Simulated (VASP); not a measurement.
# Sb (Pm-3m) in VASP: a series of runs

Aim: see how the results for Sb move with the level of theory and the settings. Levels: PBE, RPBE, PBE-based screened hybrid. Tasks: single point, relaxation of cell and atoms.

Everything below comes from runs of VASP 6.6.1. Logs are shortened: lines on timing, memory, paths and dates and some standing lists are left out, and cuts for length are marked.

## (1) The cell of the first run

Symmetry: Pm-3m, No. 221, cubic system. Conventional cell: a = 3.160 Å, b = 3.160 Å, c = 3.160 Å, α = 90.00°, β = 90.00°, γ = 90.00°. Sb (site symmetry m-3m) has 6 Sb at 3.16 Å within 4.2 Å.

## (2) Single point, PBE

File INCAR:

```
  ALGO = Normal
  EDIFF = 1E-6
  ENCUT = 500
  GGA = PE
  GGA_COMPAT = F
  ISIF = 2
  ISMEAR = 0
  LASPH = T
  LCHARG = F
  LREAL = F
  LWAVE = F
  NBANDS = 8
  NELM = 120
  PREC = Accurate
  SIGMA = 0.1
```

File KPOINTS:

```
k-points
0
Gamma
  8 8 8
```

File POSCAR:

```
Sb
1.0
    3.1600000000      0.0000000000      0.0000000000
    0.0000000000      3.1600000000      0.0000000000
    0.0000000000      0.0000000000      3.1600000000
Sb
1
Direct
    0.0000000000      0.0000000000      0.0000000000
```

Potentials or basis: VASP PAW PBE potentials, release 64 (Sb).

The run is started by

```console
$ cat potpaw_PBE.64/Sb/POTCAR > POTCAR
$ mpirun -np 1 vasp_std > vasp.out
```

OUTCAR:

```text
EDIFF = 1E-6
   ENCUT = 500
   GGA = PE
   ISIF = 2
   ISMEAR = 0
   LASPH = T
   LREAL = F
   NELM = 120
   PREC = Accurate

 ion  position               nearest neighbor table
   1  0.000  0.000  0.000-

  LATTYP: Found a simple cubic cell.
 ALAT       =     3.1600000000

  Lattice vectors:

 A1 = (   3.1600000000,   0.0000000000,   0.0000000000)
 A2 = (   0.0000000000,   3.1600000000,   0.0000000000)
 A3 = (   0.0000000000,   0.0000000000,   3.1600000000)

Analysis of symmetry for initial positions (statically):
=====================================================================
 Subroutine PRICEL returns:
 Original cell was already a primitive cell.

 Routine SETGRP: Setting up the symmetry group for a
 simple cubic supercell.

 Subroutine GETGRP returns: Found 48 space group operations
 (whereof 48 operations were pure point group operations)
 out of a pool of 48 trial point group operations.

The static configuration has the point symmetry O_h .

Analysis of symmetry for dynamics (positions and initial velocities):
=====================================================================
 Subroutine PRICEL returns:
 Original cell was already a primitive cell.

 Routine SETGRP: Setting up the symmetry group for a
 simple cubic supercell.

 Subroutine GETGRP returns: Found 48 space group operations
 (whereof 48 operations were pure point group operations)
 out of a pool of 48 trial point group operations.

The dynamic configuration has the point symmetry O_h .

 Subroutine INISYM returns: Found 48 space group operations
 (whereof 48 operations are pure point group operations),
 and found     1 'primitive' translations

----------------------------------------------------------------------------------------

                                     Primitive cell

  volume of cell :      31.5545

  direct lattice vectors                    reciprocal lattice vectors
     3.160000000  0.000000000  0.000000000     0.316455696  0.000000000  0.000000000
     0.000000000  3.160000000  0.000000000     0.000000000  0.316455696  0.000000000
     0.000000000  0.000000000  3.160000000     0.000000000  0.000000000  0.316455696

  length of vectors
     3.160000000  3.160000000  3.160000000     0.316455696  0.316455696  0.316455696

  position of ions in fractional coordinates (direct lattice)
     0.000000000  0.000000000  0.000000000

  ion indices of the primitive-cell ions
   primitive index   ion index
                 1           1

----------------------------------------------------------------------------------------

 KPOINTS: k-points

Automatic generation of k-mesh.
 Grid dimensions read from file:
 generate k-points for:    8    8    8

 Generating k-lattice:

  Cartesian coordinates                     Fractional coordinates (reciprocal lattice)
     0.039556962  0.000000000  0.000000000     0.125000000  0.000000000  0.000000000
     0.000000000  0.039556962  0.000000000     0.000000000  0.125000000  0.000000000
     0.000000000  0.000000000  0.039556962     0.000000000  0.000000000  0.125000000

  Length of vectors
     0.039556962  0.039556962  0.039556962

  Shift w.r.t. Gamma in fractional coordinates (k-lattice)
     0.000000000  0.000000000  0.000000000

 Subroutine IBZKPT returns following result:
 ===========================================

 Found     35 irreducible k-points:

 Following reciprocal coordinates:
            Coordinates               Weight
  0.000000  0.000000  0.000000      1.000000
  0.125000  0.000000  0.000000      6.000000
  0.250000  0.000000  0.000000      6.000000
  0.375000  0.000000  0.000000      6.000000
  0.500000  0.000000  0.000000      3.000000
  0.125000  0.125000  0.000000     12.000000
[... 16 lines left out ...]
  0.375000  0.375000  0.125000     24.000000
  0.500000  0.375000  0.125000     24.000000
 [... further k-points ...]
   k-points           NKPTS =     35   k-points in BZ     NKDIM =     35   number of bands    NBANDS=      8
   number of dos      NEDOS =    301   number of ions     NIONS =      1
   total plane-waves  NPLWV =  13824
   dimension x,y,z NGX =    24 NGY =   24 NGZ =   24
   dimension x,y,z NGXF=    48 NGYF=   48 NGZF=   48
   ions per type =               1
   NGX,Y,Z   is equivalent  to a cutoff of  12.63, 12.63, 12.63 a.u.
   NGXF,Y,Z  is equivalent  to a cutoff of  25.25, 25.25, 25.25 a.u.
 SYSTEM =  unknown system
   PREC   = accura    normal or accurate (medium, high low for compatibility)
   ISTART =      0    job   : 0-new  1-cont  2-samecut
   ICHARG =      2    charge: 1-file 2-atom 10-const
   ISPIN  =      1    spin polarized calculation?
   LNONCOLLINEAR =      F non collinear calculations
   LSORBIT =      F    spin-orbit coupling
   LASPH  =      T    aspherical Exc in radial PAW
   ENCUT  =  500.0 eV  36.75 Ry    6.06 a.u.   5.76  5.76  5.76*2*pi/ulx,y,z
   NELM   =    120;   NELMIN=  2; NELMDL= -5     # of ELM steps
   EDIFF  = 0.1E-05   stopping-criterion for ELM
   LREAL  =      F    real-space projection
   EDIFFG = 0.1E-04   stopping-criterion for IOM
   NSW    =      0    number of steps for IOM
   IBRION =     -1    ionic relax: 0-MD 1-quasi-New 2-CG
   NFREE  =      0    steps in history (QN), initial steepest desc. (CG)
   ISIF   =      2    stress and relaxation
   ISYM   =      2    0-nonsym 1-usesym 2-fastsym
   POTIM  = 0.5000    time-step for ionic-motion
   TEBEG  =    0.0;   TEEND  =   0.0 temperature during run
   PSTRESS=    0.0 pullay stress
   NELECT =       5.0000    total number of electrons
   NUPDOWN=      -1.0000    fix difference up-down
   EMIN   =  10.00;   EMAX   =-10.00  energy-range for DOS
   EFERMI =   0.00;   METHOD = LEGACY
   ISMEAR =     0;   SIGMA  =   0.10  broadening in eV -4-tet -1-fermi 0-gaus
   EFERMI_NEDOS =   21; number of points for ismear=-14 and -15
   IALGO  =     38    algorithm
   IMIX   =      4    mixing-type and parameters
     AMIX     =   0.40;   BMIX     =  1.00
     AMIX_MAG =   1.60;   BMIX_MAG =  1.00
  volume/ion in A,a.u.               =      31.55       212.94
  Fermi-wavevector in a.u.,A,eV,Ry     =   0.885886  1.674081 10.677766  0.784794
  Thomas-Fermi vector in A             =   2.006979
   LORBIT       =      0    0 simple, 1 ext, 2 COOP (PROOUT), +10 PAW based schemes
   GGA     = PE    functional components
   LHFCALC =     F    Hartree Fock is set to
   AEXX    =    0.0000 exact exchange contribution
   IVDW    =     0    specifies the selected vdW correction
   LEPSILON=     F    determine dielectric tensor
   LRPA    =     F    only Hartree local field effects (RPA)
 non-spin polarized calculation
 Gauss-broadening in eV      SIGMA  =   0.10
  energy-cutoff  :      500.00
  volume of cell :       31.55
 maximum number of plane-waves:       840
 NGX is ok and might be reduce to    24
   NGX = 11   NGY = 11   NGZ = 11

 number of electron       5.0000001 magnetization

 Free energy of the ion-electron system (eV)
  ---------------------------------------------------
  ext. energy  EPLUGINS =         0.00000000
  ---------------------------------------------------
  free energy    TOTEN  =        -4.06785966 eV

  energy without entropy =       -4.06254709  energy(sigma->0) =       -4.06520337

 E-fermi :   6.3920     XC(G=0):  -9.3891

 val. band max:        6.3844806706   @ k =   0.3750   0.2500   0.1250
 cond. band min:       6.6204128591   @ k =   0.2500   0.2500   0.2500
 fundamental gap:      0.2359321885
 Fermi energy:         6.3920142974

 k-point     1 :       0.0000    0.0000    0.0000
  band No.  band energies     occupation
      1      -5.5255      2.00000
      2       9.5669      0.00000
      3       9.5669      0.00000
      4       9.5669      0.00000
      5      13.3114      0.00000
      6      13.3114      0.00000
      7      14.3652      0.00000
      8      23.7582      0.00000

 k-point     2 :       0.1250    0.0000    0.0000
  band No.  band energies     occupation
      1      -5.3134      2.00000
      2       7.4870      0.00000
      3       9.7711      0.00000
      4       9.7711      0.00000
      5      13.4855      0.00000
      6      14.1041      0.00000
      7      16.1471      0.00000
      8      22.1886      0.00000

 k-point     3 :       0.2500    0.0000    0.0000
  band No.  band energies     occupation
      1      -4.7034      2.00000
      2       4.6076      2.00000
      3      10.3295      0.00000
      4      10.3295      0.00000
      5      13.9944      0.00000
      6      14.7488      0.00000
      7      19.5965      0.00000
      8      20.0971      0.00000

 k-point     4 :       0.3750    0.0000    0.0000
  band No.  band energies     occupation
      1      -3.8388      2.00000
      2       2.2775      2.00000
      3      11.0312      0.00000
      4      11.0312      0.00000
      5      14.7569      0.00000
      6      15.7437      0.00000
      7      18.4132      0.00000
      8      18.4132      0.00000

 k-point     5 :       0.5000    0.0000    0.0000
  band No.  band energies     occupation
      1      -3.3069      2.00000
      2       1.2456      2.00000
      3      11.3943      0.00000
      4      11.3943      0.00000
      5      15.2884      0.00000
      6      16.8885      0.00000
      7      17.5430      0.00000
      8      17.7151      0.00000

 k-point     6 :       0.1250    0.1250    0.0000
  band No.  band energies     occupation
      1      -5.1012      2.00000
      2       7.5947      0.00000
      3       7.7947      0.00000
      4       9.9757      0.00000
      5      13.9497      0.00000
      6      15.9156      0.00000
      7      16.5217      0.00000
      8      20.1686      0.00000

 k-point     7 :       0.2500    0.1250    0.0000
  band No.  band energies     occupation
      1      -4.4907      2.00000
      2       4.8108      2.00000
      3       8.2773      0.00000
      4      10.5350      0.00000
      5      14.4990      0.00000
      6      16.3633      0.00000
      7      17.8087      0.00000
      8      20.0266      0.00000

 k-point     8 :       0.3750    0.1250    0.0000
  band No.  band energies     occupation
      1      -3.6248      2.00000
      2       2.4808      2.00000
      3       9.0440      0.00000
      4      11.2381      0.00000
      5      14.9979      0.00000
      6      15.5579      0.00000
      7      17.8554      0.00000
      8      18.5767      0.00000

 k-point     9 :       0.5000    0.1250    0.0000
  band No.  band energies     occupation
      1      -3.0913      2.00000
      2       1.4475      2.00000
      3       9.4758      0.00000
      4      11.6022      0.00000
      5      14.3658      0.00000
      6      16.1521      0.00000
      7      17.6504      0.00000
      8      17.8812      0.00000

 k-point    10 :       0.2500    0.2500    0.0000
  band No.  band energies     occupation
      1      -3.8780      2.00000
      2       5.2243      2.00000
      3       5.5707      2.00000
      4      11.0967      0.00000
      5      14.3879      0.00000
      6      15.3627      0.00000
      7      20.0727      0.00000
      8      20.5797      0.00000
[... 78 lines left out ...]
 k-point    18 :       0.3750    0.1250    0.1250
  band No.  band energies     occupation
      1      -3.4106      2.00000
      2       2.6838      2.00000
      3       9.0726      0.00000
      4       9.4428      0.00000
      5      15.0376      0.00000
      6      15.7499      0.00000
      7      17.3445      0.00000
      8      18.8005      0.00000

 k-point    19 :       0.5000    0.1250    0.1250
  band No.  band energies     occupation
      1      -2.8756      2.00000
      2       1.6491      2.00000
      3       9.4615      0.00000
      4       9.9300      0.00000
      5      14.2300      0.00000
      6      15.0023      0.00000
      7      17.7301      0.00000
      8      19.5857      0.00000

 k-point    20 :       0.2500    0.2500    0.1250
  band No.  band energies     occupation
      1      -3.6647      2.00000
      2       5.4234      2.00000
      3       5.7739      2.00000
      4       9.0771      0.00000
      5      14.7518      0.00000
      6      17.0182      0.00000
      7      18.1901      0.00000
      8      18.4050      0.00000

 k-point    21 :       0.3750    0.2500    0.1250
  band No.  band energies     occupation
      1      -2.7914      2.00000
      2       3.2503      2.00000
      3       6.3845      1.08485
      4       9.8518      0.00000
      5      12.7566      0.00000
      6      16.0032      0.00000
      7      18.1687      0.00000
      8      19.1352      0.00000

 k-point    22 :       0.5000    0.2500    0.1250
  band No.  band energies     occupation
      1      -2.2493      2.00000
      2       2.2108      2.00000
      3       6.8182      0.00000
      4      10.3059      0.00000
      5      11.8734      0.00000
      6      15.2459      0.00000
      7      18.5949      0.00000
      8      19.6384      0.00000

 k-point    23 :       0.3750    0.3750    0.1250
  band No.  band energies     occupation
      1      -1.9011      2.00000
      2       3.8794      2.00000
      3       4.1568      2.00000
      4      10.5218      0.00000
      5      10.8265      0.00000
      6      16.6461      0.00000
      7      16.9996      0.00000
      8      19.4910      0.00000

 k-point    24 :       0.5000    0.3750    0.1250
  band No.  band energies     occupation
      1      -1.3386      2.00000
      2       2.9472      2.00000
      3       4.4427      2.00000
      4       9.8677      0.00000
      5      11.0566      0.00000
      6      16.0531      0.00000
      7      17.3341      0.00000
      8      20.0486      0.00000

 [... further k-points ...]
[... 5 lines left out ...]
  --------------------------------------------------------------------------------------
  -------------------------------------------------------------------------------------
  Total       -0.4516367     -0.4516367     -0.4516367     -0.0000000      0.0000000     -0.0000000
  in kB      -22.9318204    -22.9318204    -22.9318204     -0.0000000      0.0000000     -0.0000000
  external PRESSURE =     -22.9318204 kB  Pullay stress =       0.0000000 kB

 VOLUME and BASIS-vectors are now :
 -----------------------------------------------------------------------------
  energy-cutoff  :      500.00
  volume of cell :       31.55
      direct lattice vectors                 reciprocal lattice vectors
     3.160000000  0.000000000  0.000000000     0.316455696  0.000000000  0.000000000
     0.000000000  3.160000000  0.000000000     0.000000000  0.316455696  0.000000000
     0.000000000  0.000000000  3.160000000     0.000000000  0.000000000  0.316455696

 POSITION                                       TOTAL-FORCE (eV/Angst)
 -----------------------------------------------------------------------------------
      0.00000      0.00000      0.00000         0.000000      0.000000      0.000000
 -----------------------------------------------------------------------------------
    total drift:                               -0.000000      0.000000      0.000000

  FREE ENERGIE OF THE ION-ELECTRON SYSTEM (eV)
  ---------------------------------------------------
  free  energy   TOTEN  =        -4.0678596583 eV

  energy  without entropy=       -4.0625470859  energy(sigma->0) =       -4.06520337
```

It took 8.7 s on 1 thread of Intel Xeon 8259CL, shared host; peak memory 0.13 GiB.

Results:

```
Free energy : -4.0679 eV
Pressure    : -2.3 GPa
```

Caveat: spin-orbit coupling is left out, which moves the levels of the heavy elements.

[end of part 1 of 2]
